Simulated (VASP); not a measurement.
# KCl (Pm-3m) in VASP: a series of runs

KCl is run at these levels: PBE; tasks: single point.

Everything below comes from runs of VASP 6.6.1. Logs are shortened: lines on timing, memory, paths and dates and some standing lists are left out, and cuts for length are marked.

## 1. The cell of the first run

It takes space group Pm-3m (No. 221, cubic). Conventional cell: a = 3.572 Å, b = 3.572 Å, c = 3.572 Å, α = 90.00°, β = 90.00°, γ = 90.00°. K (site symmetry m-3m) has 8 Cl at 3.09 Å and 6 K at 3.57 Å within 4.1 Å. Within 4.1 Å of Cl (site symmetry m-3m) lie 8 K at 3.09 Å and 6 Cl at 3.57 Å.

## 2. Single point, PBE (volume scaled by 0.95)

INCAR

```
SYSTEM = KCl
PREC = Accurate
ENCUT = 520
EDIFF = 1E-6
ISMEAR = -1
SIGMA = 0.01
LREAL = .False.
LASPH = .True.
NELM = 100
ALGO = Normal
ISIF = 2
LWAVE = .False.
LCHARG = .True.
GGA = PE
LELF = .True.
LVHAR = .True.
NBANDS = 15
```

KPOINTS

```
regular mesh
0
Gamma
  7 7 7
  0 0 0
```

POSCAR

```
KCl
1.0
    3.5723948784      0.0000000000      0.0000000000
    0.0000000000      3.5723948784      0.0000000000
    0.0000000000      0.0000000000      3.5723948784
K Cl
1 1
Direct
    0.0000000000      0.0000000000      0.0000000000
    0.5000000000      0.5000000000      0.5000000000
```

Potentials or basis: VASP PAW PBE potentials, release 64 (K_sv, Cl).

On the command line:

```bash
cat potpaw_PBE.64/K_sv/POTCAR potpaw_PBE.64/Cl/POTCAR > POTCAR
mpirun -np 1 vasp_std > vasp.out
```

OUTCAR:

```text
SYSTEM = KCl
   PREC = Accurate
   ENCUT = 520
   EDIFF = 1E-6
   ISMEAR = -1
   LREAL = .False.
   LASPH = .True.
   NELM = 100
   ISIF = 2
   GGA = PE

 ion  position               nearest neighbor table
   1  0.000  0.000  0.000-   2 3.09   2 3.09   2 3.09   2 3.09   2 3.09   2 3.09   2 3.09   2 3.09

   2  0.500  0.500  0.500-   1 3.09   1 3.09   1 3.09   1 3.09   1 3.09   1 3.09   1 3.09   1 3.09

  LATTYP: Found a simple cubic cell.
 ALAT       =     3.5723948784

  Lattice vectors:

 A1 = (   3.5723948784,   0.0000000000,   0.0000000000)
 A2 = (   0.0000000000,   3.5723948784,   0.0000000000)
 A3 = (   0.0000000000,   0.0000000000,   3.5723948784)

Analysis of symmetry for initial positions (statically):
=====================================================================
 Subroutine PRICEL returns:
 Original cell was already a primitive cell.

 Routine SETGRP: Setting up the symmetry group for a
 simple cubic supercell.

 Subroutine GETGRP returns: Found 48 space group operations
 (whereof 48 operations were pure point group operations)
 out of a pool of 48 trial point group operations.

The static configuration has the point symmetry O_h .

Analysis of symmetry for dynamics (positions and initial velocities):
=====================================================================
 Subroutine PRICEL returns:
 Original cell was already a primitive cell.

 Routine SETGRP: Setting up the symmetry group for a
 simple cubic supercell.

 Subroutine GETGRP returns: Found 48 space group operations
 (whereof 48 operations were pure point group operations)
 out of a pool of 48 trial point group operations.

The dynamic configuration has the point symmetry O_h .

 Subroutine INISYM returns: Found 48 space group operations
 (whereof 48 operations are pure point group operations),
 and found     1 'primitive' translations

----------------------------------------------------------------------------------------

                                     Primitive cell

  volume of cell :      45.5909

  direct lattice vectors                    reciprocal lattice vectors
     3.572394878  0.000000000  0.000000000     0.279924262  0.000000000  0.000000000
     0.000000000  3.572394878  0.000000000     0.000000000  0.279924262  0.000000000
     0.000000000  0.000000000  3.572394878     0.000000000  0.000000000  0.279924262

  length of vectors
     3.572394878  3.572394878  3.572394878     0.279924262  0.279924262  0.279924262

  position of ions in fractional coordinates (direct lattice)
     0.000000000  0.000000000  0.000000000
     0.500000000  0.500000000  0.500000000

  ion indices of the primitive-cell ions
   primitive index   ion index
                 1           1
                 2           2

----------------------------------------------------------------------------------------

 KPOINTS: regular mesh

Automatic generation of k-mesh.
 Grid dimensions read from file:
 generate k-points for:    7    7    7

 Generating k-lattice:

  Cartesian coordinates                     Fractional coordinates (reciprocal lattice)
     0.039989180  0.000000000  0.000000000     0.142857143  0.000000000  0.000000000
     0.000000000  0.039989180  0.000000000     0.000000000  0.142857143  0.000000000
     0.000000000  0.000000000  0.039989180     0.000000000  0.000000000  0.142857143

  Length of vectors
     0.039989180  0.039989180  0.039989180

  Shift w.r.t. Gamma in fractional coordinates (k-lattice)
     0.000000000  0.000000000  0.000000000

 Subroutine IBZKPT returns following result:
 ===========================================

 Found     20 irreducible k-points:

 Following reciprocal coordinates:
            Coordinates               Weight
  0.000000  0.000000  0.000000      1.000000
  0.142857  0.000000  0.000000      6.000000
  0.285714  0.000000  0.000000      6.000000
  0.428571  0.000000  0.000000      6.000000
  0.142857  0.142857  0.000000     12.000000
  0.285714  0.142857  0.000000     24.000000
[... 12 lines left out ...]
  0.428571  0.428571  0.285714     24.000000
  0.428571  0.428571  0.428571      8.000000
   k-points           NKPTS =     20   k-points in BZ     NKDIM =     20   number of bands    NBANDS=     15
   number of dos      NEDOS =    301   number of ions     NIONS =      2
   total plane-waves  NPLWV =  21952
   dimension x,y,z NGX =    28 NGY =   28 NGZ =   28
   dimension x,y,z NGXF=    56 NGYF=   56 NGZF=   56
   ions per type =               1   1
   NGX,Y,Z   is equivalent  to a cutoff of  13.03, 13.03, 13.03 a.u.
   NGXF,Y,Z  is equivalent  to a cutoff of  26.06, 26.06, 26.06 a.u.
 SYSTEM =  KCl
   PREC   = accura    normal or accurate (medium, high low for compatibility)
   ISTART =      0    job   : 0-new  1-cont  2-samecut
   ICHARG =      2    charge: 1-file 2-atom 10-const
   ISPIN  =      1    spin polarized calculation?
   LNONCOLLINEAR =      F non collinear calculations
   LSORBIT =      F    spin-orbit coupling
   LASPH  =      T    aspherical Exc in radial PAW
   ENCUT  =  520.0 eV  38.22 Ry    6.18 a.u.   6.64  6.64  6.64*2*pi/ulx,y,z
   NELM   =    100;   NELMIN=  2; NELMDL= -5     # of ELM steps
   EDIFF  = 0.1E-05   stopping-criterion for ELM
   LREAL  =      F    real-space projection
[... 7 lines left out ...]
   TEBEG  =    0.0;   TEEND  =   0.0 temperature during run
   PSTRESS=    0.0 pullay stress
   NELECT =      16.0000    total number of electrons
   NUPDOWN=      -1.0000    fix difference up-down
   EMIN   =  10.00;   EMAX   =-10.00  energy-range for DOS
   EFERMI =   0.00;   METHOD = LEGACY
   ISMEAR =    -1;   SIGMA  =   0.01  broadening in eV -4-tet -1-fermi 0-gaus
   EFERMI_NEDOS =   21; number of points for ismear=-14 and -15
   IALGO  =     38    algorithm
   IMIX   =      4    mixing-type and parameters
     AMIX     =   0.40;   BMIX     =  1.00
     AMIX_MAG =   1.60;   BMIX_MAG =  1.00
  volume/ion in A,a.u.               =      22.80       153.83
  Fermi-wavevector in a.u.,A,eV,Ry     =   1.154752  2.182165 18.142716  1.333452
  Thomas-Fermi vector in A             =   2.291386
   LORBIT       =      0    0 simple, 1 ext, 2 COOP (PROOUT), +10 PAW based schemes
   GGA     = PE    functional components
   LHFCALC =     F    Hartree Fock is set to
   AEXX    =    0.0000 exact exchange contribution
   IVDW    =     0    specifies the selected vdW correction
   LEPSILON=     F    determine dielectric tensor
   LRPA    =     F    only Hartree local field effects (RPA)
 non-spin polarized calculation
  energy-cutoff  :      520.00
  volume of cell :       45.59
 maximum number of plane-waves:      1243
 NGX is ok and might be reduce to    28
   NGX = 13   NGY = 13   NGZ = 13

 number of electron      16.0000006 magnetization

 Free energy of the ion-electron system (eV)
  ---------------------------------------------------
  ext. energy  EPLUGINS =         0.00000000
  ---------------------------------------------------
  free energy    TOTEN  =        -6.46548882 eV

  energy without entropy =       -6.46548882  energy(sigma->0) =       -6.46548882

 E-fermi :   0.6095     XC(G=0):  -9.0489

 val. band max:        0.3573213804   @ k =   0.4286   0.4286   0.0000
 cond. band min:       6.2625163827   @ k =   0.0000   0.0000   0.0000
 fundamental gap:      5.9051950022
 Fermi energy:         0.6094738052

 k-point     1 :       0.0000    0.0000    0.0000
  band No.  band energies     occupation
      1     -27.3727      2.00000
      2     -12.6525      2.00000
      3     -10.7007      2.00000
      4     -10.7007      2.00000
      5     -10.7007      2.00000
      6       0.1538      2.00000
      7       0.1538      2.00000
      8       0.1538      2.00000
      9       6.2625      0.00000
     10       6.6670      0.00000
     11       6.6670      0.00000
     12      11.5721      0.00000
     13      11.5721      0.00000
     14      11.5721      0.00000
     15      14.8439      0.00000

 k-point     2 :       0.1429    0.0000    0.0000
  band No.  band energies     occupation
      1     -27.3636      2.00000
      2     -12.7019      2.00000
      3     -10.6881      2.00000
      4     -10.6881      2.00000
      5     -10.6659      2.00000
      6      -0.3627      2.00000
      7       0.1375      2.00000
      8       0.1375      2.00000
      9       6.7772      0.00000
     10       6.8658      0.00000
     11       7.2925      0.00000
     12      11.5058      0.00000
     13      11.5058      0.00000
     14      11.6974      0.00000
     15      13.9303      0.00000

 k-point     3 :       0.2857    0.0000    0.0000
  band No.  band energies     occupation
      1     -27.3433      2.00000
      2     -12.8182      2.00000
      3     -10.6595      2.00000
      4     -10.6595      2.00000
      5     -10.5713      2.00000
      6      -1.2965      2.00000
      7       0.0991      2.00000
      8       0.0991      2.00000
      9       7.4348      0.00000
     10       7.8793      0.00000
     11       8.7095      0.00000
     12      11.4686      0.00000
     13      11.4686      0.00000
     14      12.0204      0.00000
     15      12.2345      0.00000

 k-point     4 :       0.4286    0.0000    0.0000
  band No.  band energies     occupation
      1     -27.3268      2.00000
      2     -12.9152      2.00000
      3     -10.6364      2.00000
      4     -10.6364      2.00000
      5     -10.4800      2.00000
      6      -1.9214      2.00000
      7       0.0664      2.00000
      8       0.0664      2.00000
      9       8.1878      0.00000
     10       9.0337      0.00000
     11       9.7585      0.00000
     12      10.8057      0.00000
     13      11.6127      0.00000
     14      11.6127      0.00000
     15      12.3413      0.00000
[... 235 lines left out ...]
 k-point    18 :       0.4286    0.2857    0.2857
  band No.  band energies     occupation
      1     -27.2757      2.00000
      2     -12.3151      2.00000
      3     -10.9572      2.00000
      4     -10.8702      2.00000
      5     -10.8451      2.00000
      6      -1.3408      2.00000
      7      -0.9706      2.00000
      8      -0.6771      2.00000
      9       8.5541      0.00000
     10       9.0815      0.00000
     11       9.2912      0.00000
     12      10.8626      0.00000
     13      11.0083      0.00000
     14      11.3797      0.00000
     15      14.2068      0.00000

 k-point    19 :       0.4286    0.4286    0.2857
  band No.  band energies     occupation
      1     -27.2617      2.00000
      2     -12.1314      2.00000
      3     -11.0389      2.00000
      4     -10.9962      2.00000
      5     -10.8559      2.00000
      6      -1.3185      2.00000
      7      -1.3112      2.00000
      8      -0.8459      2.00000
      9       8.3779      0.00000
     10       9.3940      0.00000
     11       9.5587      0.00000
     12      10.3407      0.00000
     13      11.8567      0.00000
     14      11.8698      0.00000
     15      13.9717      0.00000

 k-point    20 :       0.4286    0.4286    0.4286
  band No.  band energies     occupation
      1     -27.2481      2.00000
      2     -12.0129      2.00000
      3     -10.9976      2.00000
      4     -10.9957      2.00000
      5     -10.9957      2.00000
      6      -1.4331      2.00000
      7      -1.4331      2.00000
      8      -1.3513      2.00000
      9       9.3446      0.00000
     10       9.7303      0.00000
     11       9.7303      0.00000
     12      11.3272      0.00000
     13      11.3272      0.00000
     14      11.3333      0.00000
     15      13.8460      0.00000

------------------------ aborting loop because EDIFF is reached ----------------------------------------

  FORCE on cell =-STRESS in cart. coord.  units (eV):
  Direction    XX          YY          ZZ          XY          YZ          ZX
  --------------------------------------------------------------------------------------
  -------------------------------------------------------------------------------------
  Total        1.9202196      1.9202196      1.9202196     -0.0000000      0.0000000     -0.0000000
  in kB       67.4812482     67.4812482     67.4812482     -0.0000000      0.0000000     -0.0000000
  external PRESSURE =      67.4812482 kB  Pullay stress =       0.0000000 kB

 VOLUME and BASIS-vectors are now :
 -----------------------------------------------------------------------------
  energy-cutoff  :      520.00
  volume of cell :       45.59
      direct lattice vectors                 reciprocal lattice vectors
     3.572394878  0.000000000  0.000000000     0.279924262  0.000000000  0.000000000
     0.000000000  3.572394878  0.000000000     0.000000000  0.279924262  0.000000000
     0.000000000  0.000000000  3.572394878     0.000000000  0.000000000  0.279924262

 POSITION                                       TOTAL-FORCE (eV/Angst)
 -----------------------------------------------------------------------------------
      0.00000      0.00000      0.00000         0.000000      0.000000      0.000000
      1.78620      1.78620      1.78620         0.000000      0.000000      0.000000
 -----------------------------------------------------------------------------------
    total drift:                               -0.000000      0.000000      0.000000

  FREE ENERGIE OF THE ION-ELECTRON SYSTEM (eV)
  ---------------------------------------------------
  free  energy   TOTEN  =        -6.4654888172 eV

  energy  without entropy=       -6.4654888172  energy(sigma->0) =       -6.46548882
```

It took 7.8 s on 1 thread of Intel Xeon Platinum 8488C (Sapphire Rapids), shared host; peak memory 0.15 GiB.

Results:

```yaml
Free_energy: -6.4655 eV
Pressure: 6.7 GPa
Band_gap_on_the_k_mesh: 5.91 eV, indirect (least direct gap 6.11 eV)
```

Levels at points of the mesh, in eV from the valence-band top:
| k point | band 4 | band 5 | band 6 | band 7 | band 8 | band 9 | band 10 | band 11 | band 12 | band 13 |
| --- | --- | --- | --- | --- | --- | --- | --- | --- | --- | --- |
| (0.00, 0.00, 0.00) | -11.06 | -11.06 | -0.20 | -0.20 | -0.20 | 5.91 | 6.31 | 6.31 | 11.21 | 11.21 |

 A k mesh can miss the band edges.

(Continued in part 2 of 2.)
